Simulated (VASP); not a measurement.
Set up this calculation in VASP 6.6.1, as the native input.

```
Task                   : single point
Functional             : r2SCAN
Potentials or basis    : VASP PAW PBE potentials, release 64 (In_d, As)
Cutoff                 : 520 eV
k mesh                 : 10 × 10 × 10
Occupations            : gaussian, width 0.03 eV
Spin                   : no spin polarisation
Dipole correction      : no
Further INCAR settings : ALGO = Normal; EDIFF = 1e-06; NBANDS = 16
```

Crystal: InAs.

```
In As
1.0
     0.00000    3.19234    2.71349
     3.19234    0.00000    2.71349
     3.19234    3.19234    0.00000
In As
1 1
Direct
  0.00000 0.00000 0.00000
  0.75000 0.75000 0.75000
```

This cell differs from its parent crystal: ratio of the length along z to the lengths across it x 0.85, volume and fractional coordinates fixed.

The input as run:

POSCAR

```
InAs
1.0
    0.0000000000      3.1923375885      2.7134869503
    3.1923375885      0.0000000000      2.7134869503
    3.1923375885      3.1923375885      0.0000000000
In As
1 1
Direct
    0.0000000000      0.0000000000      0.0000000000
    0.7500000000      0.7500000000      0.7500000000
```

INCAR.step1

```
SYSTEM = InAs
ALGO     = Normal         ! electronic algorithm
EDIFF    = 1E-4           ! SCF threshold, eV
ENCUT    = 520            ! plane-wave cutoff, eV
GGA      = PE             ! functional
ISMEAR   = 0              ! smearing method
LASPH    = .True.         ! aspherical terms in the spheres
LCHARG   = .False.        ! write CHGCAR
LREAL    = .False.        ! projectors in reciprocal space
LWAVE    = .True.         ! write WAVECAR
NBANDS   = 16             ! bands
NELM     = 100            ! most SCF steps
PREC     = Accurate       ! precision mode
SIGMA    = 0.03           ! smearing width, eV
```

INCAR.step2

```
SYSTEM = InAs
ALGO     = Normal         ! electronic algorithm
EDIFF    = 1E-6           ! SCF threshold, eV
ENCUT    = 520            ! plane-wave cutoff, eV
ISIF     = 2              ! what is computed and relaxed
ISMEAR   = 0              ! smearing method
ISTART   = 1            
LASPH    = .True.         ! aspherical terms in the spheres
LCHARG   = .False.        ! write CHGCAR
LMIXTAU  = .True.       
LREAL    = .False.        ! projectors in reciprocal space
LWAVE    = .False.        ! write WAVECAR
METAGGA  = R2SCAN         ! meta-GGA
NBANDS   = 16             ! bands
NELM     = 100            ! most SCF steps
PREC     = Accurate       ! precision mode
SIGMA    = 0.03           ! smearing width, eV
```

KPOINTS

```
k-points
0
Gamma
  10 10 10
  0 0 0
```

Potentials or basis: VASP PAW PBE potentials, release 64 (In_d, As).

Command:

```console
$ cat potpaw_PBE.64/In_d/POTCAR potpaw_PBE.64/As/POTCAR > POTCAR
$ cp INCAR.step1 INCAR
$ mpirun -np 1 vasp_std > vasp.out
$ cp INCAR.step2 INCAR
$ mpirun -np 1 vasp_std > vasp.out
```

Results of the run:

- Pressure: 1.3 GPa
- Band gap on the k mesh: 0.27 eV

Caveat: semilocal functionals underestimate gaps, and a narrow one can read as zero; the PAW data sets were made with another functional, which shifts forces and pressure a little; spin-orbit coupling is left out, which moves the levels of the heavy elements.

It took 2.2 min on 1 thread of Intel(R) Xeon(R) 6975P-C (Granite Rapids) (shared host), peak memory 0.26 GiB.
